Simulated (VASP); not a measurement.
# MgS (I4/mmm) in VASP: notebook

The runs below take MgS through single point, with PBEsol.

All numbers are computed with VASP 6.6.1; they aren't measurements. Logs are shortened: lines on timing, memory, paths and dates and some standing lists are left out, and cuts for length are marked.

**1. The cell of the first run**

Symmetry: I4/mmm, No. 139, tetragonal system. The conventional cell has a = 3.679 Å, b = 3.679 Å, c = 5.333 Å, α = 90.00°, β = 90.00°, γ = 90.00°. Within 3.4 Å of Mg (site symmetry 4/mmm) lie 6 S at 2.60 to 2.67 Å. S (site symmetry 4/mmm) has 6 Mg at 2.60 to 2.67 Å within 3.4 Å.

**2. Single point, PBEsol (strain +0.000 along x and y, +0.025 along z)**

INCAR reads:

```
SYSTEM = MgS
PREC = Accurate
ENCUT = 600
EDIFF = 1E-6
ISMEAR = 0
SIGMA = 0.05
LREAL = .False.
LASPH = .True.
NELM = 120
ALGO = Normal
ISIF = 2
LWAVE = .False.
LCHARG = .False.
GGA = PS
NBANDS = 11
GGA_COMPAT = .False.
```

KPOINTS reads:

```
Automatic mesh
0
Gamma
  8 8 8
  0 0 0
```

POSCAR reads:

```
MgS
1.0
    0.0000000000      2.6016500000      2.6666912500
    2.6016500000      0.0000000000      2.6666912500
    2.6016500000      2.6016500000      0.0000000000
Mg S
1 1
Direct
    0.0000000000      0.0000000000      0.0000000000
    0.5000000000      0.5000000000      0.5000000000
```

Potentials or basis: VASP PAW PBE potentials, release 64 (Mg, S).

On the command line:

```bash
$ cat potpaw_PBE.64/Mg/POTCAR potpaw_PBE.64/S/POTCAR > POTCAR
$ mpirun -np 1 vasp_std > vasp.out
```

OUTCAR:

```text
SYSTEM = MgS
   PREC = Accurate
   ENCUT = 600
   EDIFF = 1E-6
   ISMEAR = 0
   LREAL = .False.
   LASPH = .True.
   NELM = 120
   ISIF = 2
   GGA = PS

 ion  position               nearest neighbor table
   1  0.000  0.000  0.000-   2 2.60   2 2.60   2 2.60   2 2.60   2 2.67   2 2.67
   2  0.500  0.500  0.500-   1 2.60   1 2.60   1 2.60   1 2.60   1 2.67   1 2.67

  LATTYP: Found a body centered tetragonal cell.
 ALAT       =     3.6792887145
 C/A-ratio  =     1.4495689014

  Lattice vectors:

 A1 = (  -2.6016500000,   0.0000000000,   2.6666912500)
 A2 = (   2.6016500000,   0.0000000000,   2.6666912500)
 A3 = (   0.0000000000,   2.6016500000,  -2.6666912500)

Analysis of symmetry for initial positions (statically):
=====================================================================
 Subroutine PRICEL returns:
 Original cell was already a primitive cell.

 Routine SETGRP: Setting up the symmetry group for a
 body centered tetragonal supercell.

 Subroutine GETGRP returns: Found 16 space group operations
 (whereof 16 operations were pure point group operations)
 out of a pool of 16 trial point group operations.

The static configuration has the point symmetry D_4h.

Analysis of symmetry for dynamics (positions and initial velocities):
=====================================================================
 Subroutine PRICEL returns:
 Original cell was already a primitive cell.

 Routine SETGRP: Setting up the symmetry group for a
 body centered tetragonal supercell.

 Subroutine GETGRP returns: Found 16 space group operations
 (whereof 16 operations were pure point group operations)
 out of a pool of 16 trial point group operations.

The dynamic configuration has the point symmetry D_4h.

 Subroutine INISYM returns: Found 16 space group operations
 (whereof 16 operations are pure point group operations),
 and found     1 'primitive' translations

----------------------------------------------------------------------------------------

                                     Primitive cell

  volume of cell :      36.0994

  direct lattice vectors                    reciprocal lattice vectors
     0.000000000  2.601650000  2.666691250    -0.192185728  0.192185728  0.187498272
     2.601650000  0.000000000  2.666691250     0.192185728 -0.192185728  0.187498272
     2.601650000  2.601650000  0.000000000     0.192185728  0.192185728 -0.187498272

  length of vectors
     3.725563708  3.725563708  3.679288715     0.330191324  0.330191324  0.330191324

  position of ions in fractional coordinates (direct lattice)
     0.000000000  0.000000000  0.000000000
     0.500000000  0.500000000  0.500000000

  ion indices of the primitive-cell ions
   primitive index   ion index
                 1           1
                 2           2

----------------------------------------------------------------------------------------

 KPOINTS: Automatic mesh

Automatic generation of k-mesh.
 Grid dimensions read from file:
 generate k-points for:    8    8    8

 Generating k-lattice:

  Cartesian coordinates                     Fractional coordinates (reciprocal lattice)
    -0.024023216  0.024023216  0.023437284     0.125000000  0.000000000  0.000000000
     0.024023216 -0.024023216  0.023437284     0.000000000  0.125000000  0.000000000
     0.024023216  0.024023216 -0.023437284     0.000000000  0.000000000  0.125000000

  Length of vectors
     0.041273915  0.041273915  0.041273915

  Shift w.r.t. Gamma in fractional coordinates (k-lattice)
     0.000000000  0.000000000  0.000000000

 Subroutine IBZKPT returns following result:
 ===========================================

 Found     59 irreducible k-points:

 Following reciprocal coordinates:
            Coordinates               Weight
  0.000000  0.000000  0.000000      1.000000
  0.125000  0.000000  0.000000      8.000000
  0.250000  0.000000  0.000000      8.000000
  0.375000  0.000000  0.000000      8.000000
  0.500000  0.000000  0.000000      4.000000
  0.125000  0.125000  0.000000      2.000000
[... 16 lines left out ...]
  0.250000  0.000000  0.125000     16.000000
  0.375000  0.000000  0.125000     16.000000
 [... further k-points ...]
   k-points           NKPTS =     59   k-points in BZ     NKDIM =     59   number of bands    NBANDS=     11
   number of dos      NEDOS =    301   number of ions     NIONS =      2
   total plane-waves  NPLWV =  27000
   dimension x,y,z NGX =    30 NGY =   30 NGZ =   30
   dimension x,y,z NGXF=    60 NGYF=   60 NGZF=   60
   ions per type =               1   1
   NGX,Y,Z   is equivalent  to a cutoff of  13.39, 13.39, 13.56 a.u.
   NGXF,Y,Z  is equivalent  to a cutoff of  26.77, 26.77, 27.11 a.u.
 SYSTEM =  MgS
   PREC   = accura    normal or accurate (medium, high low for compatibility)
   ISTART =      0    job   : 0-new  1-cont  2-samecut
   ICHARG =      2    charge: 1-file 2-atom 10-const
   ISPIN  =      1    spin polarized calculation?
   LNONCOLLINEAR =      F non collinear calculations
   LSORBIT =      F    spin-orbit coupling
   LASPH  =      T    aspherical Exc in radial PAW
   ENCUT  =  600.0 eV  44.10 Ry    6.64 a.u.   7.44  7.44  7.35*2*pi/ulx,y,z
   NELM   =    120;   NELMIN=  2; NELMDL= -5     # of ELM steps
   EDIFF  = 0.1E-05   stopping-criterion for ELM
   LREAL  =      F    real-space projection
   EDIFFG = 0.1E-04   stopping-criterion for IOM
   NSW    =      0    number of steps for IOM
   IBRION =     -1    ionic relax: 0-MD 1-quasi-New 2-CG
   NFREE  =      0    steps in history (QN), initial steepest desc. (CG)
   ISIF   =      2    stress and relaxation
   ISYM   =      2    0-nonsym 1-usesym 2-fastsym
   POTIM  = 0.5000    time-step for ionic-motion
   TEBEG  =    0.0;   TEEND  =   0.0 temperature during run
   PSTRESS=    0.0 pullay stress
   NELECT =       8.0000    total number of electrons
   NUPDOWN=      -1.0000    fix difference up-down
   EMIN   =  10.00;   EMAX   =-10.00  energy-range for DOS
   EFERMI =   0.00;   METHOD = LEGACY
   ISMEAR =     0;   SIGMA  =   0.05  broadening in eV -4-tet -1-fermi 0-gaus
   EFERMI_NEDOS =   21; number of points for ismear=-14 and -15
   IALGO  =     38    algorithm
   IMIX   =      4    mixing-type and parameters
     AMIX     =   0.40;   BMIX     =  1.00
     AMIX_MAG =   1.60;   BMIX_MAG =  1.00
  volume/ion in A,a.u.               =      18.05       121.81
  Fermi-wavevector in a.u.,A,eV,Ry     =   0.990691  1.872134 13.353679  0.981468
  Thomas-Fermi vector in A             =   2.122379
   LORBIT       =      0    0 simple, 1 ext, 2 COOP (PROOUT), +10 PAW based schemes
   GGA     = PS    functional components
   LHFCALC =     F    Hartree Fock is set to
   AEXX    =    0.0000 exact exchange contribution
   IVDW    =     0    specifies the selected vdW correction
   LEPSILON=     F    determine dielectric tensor
   LRPA    =     F    only Hartree local field effects (RPA)
 non-spin polarized calculation
 Gauss-broadening in eV      SIGMA  =   0.05
  energy-cutoff  :      600.00
  volume of cell :       36.10
 maximum number of plane-waves:      1243
 NGX is ok and might be reduce to    30
   NGX = 15   NGY = 15   NGZ = 15

 number of electron       7.9999999 magnetization

 Free energy of the ion-electron system (eV)
  ---------------------------------------------------
  ext. energy  EPLUGINS =         0.00000000
  ---------------------------------------------------
  free energy    TOTEN  =        -9.05880725 eV

  energy without entropy =       -9.05880725  energy(sigma->0) =       -9.05880725

 E-fermi :   3.7758     XC(G=0):  -9.7341

 val. band max:        3.5243245253   @ k =   0.0000   0.0000   0.0000
 cond. band min:       6.0734149464   @ k =   0.5000   0.0000   0.5000
 fundamental gap:      2.5490904211
 Fermi energy:         3.7758492551

 k-point     1 :       0.0000    0.0000    0.0000
  band No.  band energies     occupation
      1      -9.0881      2.00000
      2       3.4216      2.00000
      3       3.4216      2.00000
      4       3.5243      2.00000
      5       6.8608      0.00000
      6      11.1607      0.00000
      7      11.4125      0.00000
      8      11.4125      0.00000
      9      13.5653      0.00000
     10      13.9078      0.00000
     11      15.6996      0.00000

 k-point     2 :       0.1250    0.0000    0.0000
  band No.  band energies     occupation
      1      -8.9413      2.00000
      2       2.3988      2.00000
      3       3.3362      2.00000
      4       3.3825      2.00000
      5       7.6823      0.00000
      6      10.9697      0.00000
      7      11.4693      0.00000
      8      11.6653      0.00000
      9      12.9428      0.00000
     10      13.1943      0.00000
     11      15.8297      0.00000

 k-point     3 :       0.2500    0.0000    0.0000
  band No.  band energies     occupation
      1      -8.5448      2.00000
      2       0.6664      2.00000
      3       3.1408      2.00000
      4       3.1488      2.00000
      5       8.1914      0.00000
      6      11.0191      0.00000
      7      11.3152      0.00000
      8      11.5389      0.00000
      9      13.6136      0.00000
     10      13.6465      0.00000
     11      15.0668      0.00000

 k-point     4 :       0.3750    0.0000    0.0000
  band No.  band energies     occupation
      1      -8.0629      2.00000
      2      -0.7450      2.00000
      3       2.9298      2.00000
      4       2.9830      2.00000
      5       7.9489      0.00000
      6      10.3757      0.00000
      7      10.6366      0.00000
      8      12.9134      0.00000
      9      14.7644      0.00000
     10      15.5283      0.00000
     11      15.6163      0.00000
[... 239 lines left out ...]
 k-point    22 :       0.1250    0.0000    0.1250
  band No.  band energies     occupation
      1      -8.8890      2.00000
      2       2.4042      2.00000
      3       3.0774      2.00000
      4       3.2094      2.00000
      5       8.0253      0.00000
      6      10.4027      0.00000
      7      11.8698      0.00000
      8      11.9675      0.00000
      9      11.9896      0.00000
     10      13.9154      0.00000
     11      16.4983      0.00000

 k-point    23 :       0.2500    0.0000    0.1250
  band No.  band energies     occupation
      1      -8.5736      2.00000
      2       1.1195      2.00000
      3       2.8315      2.00000
      4       2.9398      2.00000
      5       8.7126      0.00000
      6      10.1533      0.00000
      7      10.8269      0.00000
      8      12.0589      0.00000
      9      13.0662      0.00000
     10      14.3791      0.00000
     11      16.4666      0.00000

 k-point    24 :       0.3750    0.0000    0.1250
  band No.  band energies     occupation
      1      -8.1130      2.00000
      2      -0.2760      2.00000
      3       2.5786      2.00000
      4       2.6702      2.00000
      5       8.5377      0.00000
      6      10.0120      0.00000
      7      11.3259      0.00000
      8      11.5558      0.00000
      9      14.5776      0.00000
     10      16.1666      0.00000
     11      16.2164      0.00000

 [... further k-points ...]
[... 5 lines left out ...]
  --------------------------------------------------------------------------------------
  -------------------------------------------------------------------------------------
  Total       -0.4662776     -0.4662776     -0.9490574      0.0000000      0.0000000     -0.0000000
  in kB      -20.6944890    -20.6944890    -42.1213794      0.0000000      0.0000000     -0.0000000
  external PRESSURE =     -27.8367858 kB  Pullay stress =       0.0000000 kB

 VOLUME and BASIS-vectors are now :
 -----------------------------------------------------------------------------
  energy-cutoff  :      600.00
  volume of cell :       36.10
      direct lattice vectors                 reciprocal lattice vectors
     0.000000000  2.601650000  2.666691250    -0.192185728  0.192185728  0.187498272
     2.601650000  0.000000000  2.666691250     0.192185728 -0.192185728  0.187498272
     2.601650000  2.601650000  0.000000000     0.192185728  0.192185728 -0.187498272

 POSITION                                       TOTAL-FORCE (eV/Angst)
 -----------------------------------------------------------------------------------
      0.00000      0.00000      0.00000        -0.000000      0.000000      0.000000
      2.60165      2.60165      2.66669         0.000000     -0.000000     -0.000000
 -----------------------------------------------------------------------------------
    total drift:                               -0.000000     -0.000000      0.000000

  FREE ENERGIE OF THE ION-ELECTRON SYSTEM (eV)
  ---------------------------------------------------
  free  energy   TOTEN  =        -9.0588072538 eV

  energy  without entropy=       -9.0588072538  energy(sigma->0) =       -9.05880725
```

Wall time 42 s (1 thread of Intel Xeon 8259CL, shared host); peak memory 0.18 GiB.

Results:

- Free energy: -9.0588 eV
- Pressure: -2.8 GPa
- Band gap on the k mesh: 2.55 eV, indirect (least direct gap 3.34 eV)

Caveat: the cell differs from its parent crystal (strain +0.000 along x and y, +0.025 along z); the PAW data sets were made with another functional, which shifts forces and pressure a little. A k mesh can miss the band edges.

**3. Single point, PBEsol (strain +0.025 along x and y, +0.050 along z)**

INCAR reads:

```
PREC     = Accurate       # precision mode
ENCUT    = 600            # plane-wave cutoff, eV
EDIFF    = 1E-6           # SCF threshold, eV
ISMEAR   = 0              # smearing method
SIGMA    = 0.05           # smearing width, eV
LREAL    = False          # projectors in reciprocal space
LASPH    = True           # aspherical terms in the spheres
NELM     = 120            # most SCF steps
ALGO     = Normal         # electronic algorithm
ISIF     = 2              # what is computed and relaxed
LWAVE    = False          # write WAVECAR
LCHARG   = True           # write CHGCAR
GGA      = PS             # functional
LELF     = True           # ELF
LVHAR    = True         
NBANDS   = 11             # bands
GGA_COMPAT= False
```

KPOINTS reads:

```
regular mesh
0
Gamma
  8 8 8
```

POSCAR reads:

```
MgS
1.0
    0.0000000000      2.6666912500      2.7317325000
    2.6666912500      0.0000000000      2.7317325000
    2.6666912500      2.6666912500      0.0000000000
Mg S
1 1
Direct
    0.0000000000      0.0000000000      0.0000000000
    0.5000000000      0.5000000000      0.5000000000
```

Potentials or basis: VASP PAW PBE potentials, release 64 (Mg, S).

On the command line:

```bash
$ cat potpaw_PBE.64/Mg/POTCAR potpaw_PBE.64/S/POTCAR > POTCAR
$ mpirun -np 1 vasp_std > vasp.out
```

It took 45 s on 1 thread of Intel Xeon 8259CL, shared host; peak memory 0.19 GiB.

It converged, with:

| Property | Result |
| --- | --- |
| Free energy | -8.9728 eV |
| Pressure | -7.0 GPa |
| Band gap on the k mesh | 2.40 eV, indirect (least direct gap 2.81 eV) |

Stress tensor (GPa, compression positive):
```
-6.58  0.00  0.00
 0.00 -6.58  0.00
 0.00  0.00 -7.85
```

Levels at points of the mesh, in eV from the valence-band top:
```csv
k point,band 2,band 3,band 4,band 5,band 6,band 7
"(0.00, 0.00, 0.00)",-0.10,-0.10,0.00,2.81,7.68,7.91
"(0.50, 0.00, 0.00)",-4.46,-0.59,-0.53,4.18,6.53,6.75
"(0.50, 0.50, 0.00)",-3.84,-1.50,-1.50,2.51,4.50,10.71
"(0.50, 0.00, 0.50)",-3.83,-1.69,-1.49,2.40,4.42,10.96
```

Caveat: the cell differs from its parent crystal (strain +0.025 along x and y, +0.050 along z); the PAW data sets were made with another functional, which shifts forces and pressure a little. A k mesh can miss the band edges.
